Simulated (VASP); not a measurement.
Here is a VASP 6.6.1 calculation.

The input INCAR:

```
  ALGO = Normal
  EDIFF = 1E-7
  ENCUT = 520
  GGA = PE
  ISIF = 2
  ISMEAR = 0
  LASPH = True
  LCHARG = True
  LELF = True
  LREAL = False
  LVHAR = True
  LWAVE = False
  NBANDS = 10
  NELM = 60
  PREC = Accurate
  SIGMA = 0.15
```

Contents of KPOINTS:

```
k-points
0
Gamma
  10 10 10
```

Contents of POSCAR:

```
Re
1.0
    0.0000000000      1.9447501283      2.0474329350
    1.9447501283      0.0000000000      2.0474329350
    1.9447501283      1.9447501283      0.0000000000
Re
1
Direct
    0.0000000000      0.0000000000      0.0000000000
```

Potentials or basis: VASP PAW PBE potentials, release 64 (Re).

Run with:

```bash
$ cat potpaw_PBE.64/Re/POTCAR > POTCAR
$ mpirun -np 1 vasp_std > vasp.out
```

(1) What does it give for the pressure?

Results:

(1) -11.3 GPa.
